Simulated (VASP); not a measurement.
Wanted: the native input for a VASP 6.6.1 run.

* Task: single point
* Functional: r2SCAN
* Potentials or basis: VASP PAW PBE potentials, release 64 (Cd, O)
* Cutoff: 660 eV
* k mesh: 8 × 8 × 8
* Occupations: fermi-dirac, width 0.02 eV
* Spin: no spin polarisation
* Dipole correction: no
* Further INCAR settings: ALGO = Normal; EDIFF = 1e-06; NBANDS = 16

Crystal: CdO.

```
Cd O
1.0
     0.00000    2.30497    2.30497
     2.30497    0.00000    2.30497
     2.30497    2.30497    0.00000
Cd O
1 1
Cartesian
  0.0000 0.0000 0.0000
  2.3050 2.3050 2.3050
```

These files were run (other wordings do the same):

POSCAR

```
CdO
1.0
    0.0000000000      2.3049674669      2.3049674669
    2.3049674669      0.0000000000      2.3049674669
    2.3049674669      2.3049674669      0.0000000000
Cd O
1 1
Direct
    0.0000000000      0.0000000000      0.0000000000
    0.5000000000      0.5000000000      0.5000000000
```

INCAR.step1

```
SYSTEM = CdO
  PREC = Accurate
  ENCUT = 660
  ISMEAR = -1
  SIGMA = 0.02
  LREAL = .False.
  LASPH = .True.
  NELM = 120
  NBANDS = 16
  GGA = PE
  ALGO = Normal
  EDIFF = 1E-5
  LWAVE = .True.
  LCHARG = .False.
  GGA_COMPAT = .False.
```

INCAR.step2

```
SYSTEM = CdO
  PREC = Accurate
  ENCUT = 660
  EDIFF = 1E-6
  ISMEAR = -1
  SIGMA = 0.02
  LREAL = .False.
  LASPH = .True.
  NELM = 120
  ALGO = Normal
  ISIF = 2
  LWAVE = .False.
  LCHARG = .True.
  METAGGA = R2SCAN
  LMIXTAU = .True.
  LELF = .True.
  LVHAR = .True.
  NBANDS = 16
  ISTART = 1
  GGA_COMPAT = .False.
```

KPOINTS

```
Automatic mesh
0
Gamma
  8 8 8
  0 0 0
```

Potentials or basis: VASP PAW PBE potentials, release 64 (Cd, O).

Command:

```console
$ cat potpaw_PBE.64/Cd/POTCAR potpaw_PBE.64/O/POTCAR > POTCAR
$ cp INCAR.step1 INCAR
$ mpirun -np 1 vasp_std > vasp.out
$ cp INCAR.step2 INCAR
$ mpirun -np 1 vasp_std > vasp.out
```

Results of the run:

```
Pressure               : 12.7 GPa
Band gap on the k mesh : 0.20 eV (least direct gap 1.79 eV)
```

Caveat: the cell stands under pressure; the PAW data sets were made with another functional, which shifts forces and pressure a little.

Run time: 55 s on 1 thread of Intel(R) Xeon(R) Platinum 8375C CPU @ 2.90GHz (Ice Lake), on a shared host, peak memory 0.17 GiB.
